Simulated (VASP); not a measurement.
Wanted: the native input for a VASP 6.6.1 run.

```
Task                   : single point
Functional             : LDA
Potentials or basis    : VASP PAW LDA potentials, release 64 (Zr_sv, C)
Cutoff                 : 520 eV
k mesh                 : 16 × 16 × 16
Occupations            : gaussian, width 0.15 eV
Spin                   : no spin polarisation
Dipole correction      : no
Further INCAR settings : ALGO = Normal; EDIFF = 1e-06; NBANDS = 15
```

The structure of ZrC lies in POSCAR:

```
ZrC
1.0
    0.0000000000      2.2936921226      2.3748015875
    2.2936921226      0.0000000000      2.3748015875
    2.2936921226      2.2936921226      0.0000000000
Zr C
1 1
Direct
    0.4951207967      0.5048792033      0.5048792033
    0.0370573274     -0.0370573274     -0.0370573274
```

This cell differs from its parent crystal: mode 4 frozen in at -0.172 Å, strain +e along z and -e/2 along x and y +0.0233.

One way to write it, as run:

INCAR

```
SYSTEM = ZrC
PREC = Accurate ; ENCUT = 520
EDIFF = 1E-6 ; ISMEAR = 0
SIGMA = 0.15 ; LREAL = .False.
LASPH = .True. ; NELM = 80
ALGO = Normal ; ISIF = 2
LWAVE = .False. ; LCHARG = .False.
GGA = CA ; NBANDS = 15
```

KPOINTS

```
Automatic mesh
0
Gamma
  16 16 16
  0 0 0
```

Potentials or basis: VASP PAW LDA potentials, release 64 (Zr_sv, C).

Launch:

```bash
$ cat potpaw_LDA.64/Zr_sv/POTCAR potpaw_LDA.64/C/POTCAR > POTCAR
$ mpirun -np 1 vasp_std > vasp.out
```

Results of the run:

* Pressure: 5.1 GPa
* Largest force: 1.973 eV/Å
* Band gap on the k mesh: zero (band 8 reaches 10.41 eV, above the bottom of band 9 at 9.32 eV)

Caveat: the cell differs from its parent crystal (mode 4 frozen in at -0.172 Å, strain +e along z and -e/2 along x and y +0.0233); forces of over 1 eV/Å act on the atoms, so gaps and moduli don't describe the material at rest.

It took 83 s on 1 thread of Intel(R) Xeon(R) 6975P-C (Granite Rapids) (shared host), peak memory 0.33 GiB.
